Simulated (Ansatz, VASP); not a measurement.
## One calculation of CuSn4, two programs

INCAR

```
PREC = Accurate
ENCUT = 600
EDIFF = 1E-7
ISMEAR = 0
SIGMA = 0.1
LREAL = F
LASPH = T
NELM = 60
ALGO = Fast
ISIF = 3
LWAVE = F
LCHARG = F
GGA = PE
IBRION = 2
NSW = 100
EDIFFG = -0.01
```

File KPOINTS:

```
Automatic mesh
0
Gamma
  12 12 6
```

The input POSCAR:

```
CuSn4
1.0
    5.1223061074      0.0000000000      0.0000000000
   -2.5611530537      4.4360472150      0.0000000000
    0.0000000000      0.0000000000      7.9067562727
Cu Sn
1 4
Direct
    0.0000000000      0.0000000000      0.5000000000
    0.3333333333      0.6666666667      0.5000000000
    0.6666666667      0.3333333333      0.5000000000
    0.0000000000      0.0000000000      0.1827187615
    0.0000000000      0.0000000000      0.8172812385
```

Input for Ansatz:

```yaml
crystal:
  lattice:
    - [5.1223061074, 0.0, 0.0]
    - [-2.5611530537, 4.436047215, 0.0]
    - [0.0, 0.0, 7.9067562727]
  atoms:
    - { symbol: Cu, position: [0.0, 0.0, 0.5] }
    - { symbol: Sn, position: [0.3333333333, 0.6666666667, 0.5] }
    - { symbol: Sn, position: [0.6666666667, 0.3333333333, 0.5] }
    - { symbol: Sn, position: [0.0, 0.0, 0.1827187615] }
    - { symbol: Sn, position: [0.0, 0.0, 0.8172812385] }
basis:
  ecutwfc: 420
kpoints:
  mp_grid: { grid: [12, 12, 6] }
hamiltonian:
  xc: pbe
scf:
  occupations: { method: gaussian, width: 0.1 }
output:
  forces: true
  stress: true
  eigenvalues: true
relax:
  adjacent_minimum: "off"
  f_tol: 0.01
  max_steps: 80
  cell: { stress_tol: 0.05 }
```

Alike in both runs: task relaxation of cell and atoms; functional PBE; k mesh 12 × 12 × 6; occupations gaussian, width 0.1 eV; no spin polarisation.

```csv
,VASP,Ansatz
version,VASP 6.6.1,Ansatz 0.2.0
potentials or method,"VASP PAW PBE potentials, release 64 (Cu, Sn_d), cutoff 600 eV","scalar-relativistic, plane waves, PAW"
valence electrons in the cell,67,75
```

```csv
,VASP,Ansatz,Ansatz less VASP
"gap on the k mesh at the Fermi level, each at its own relaxed structure (eV)",none,none,-
relaxed volume (Å³/atom),36.02,36.01,-0.012
relaxed cell length with the largest relative difference (Å),7.931,7.928,-0.0026
```

A gap of «none» marks a metal or a gap that the smearing closes. VASP's potentials hold 67 valence electrons a cell and Ansatz's 75, so a difference there can come from the potentials and not from the codes.
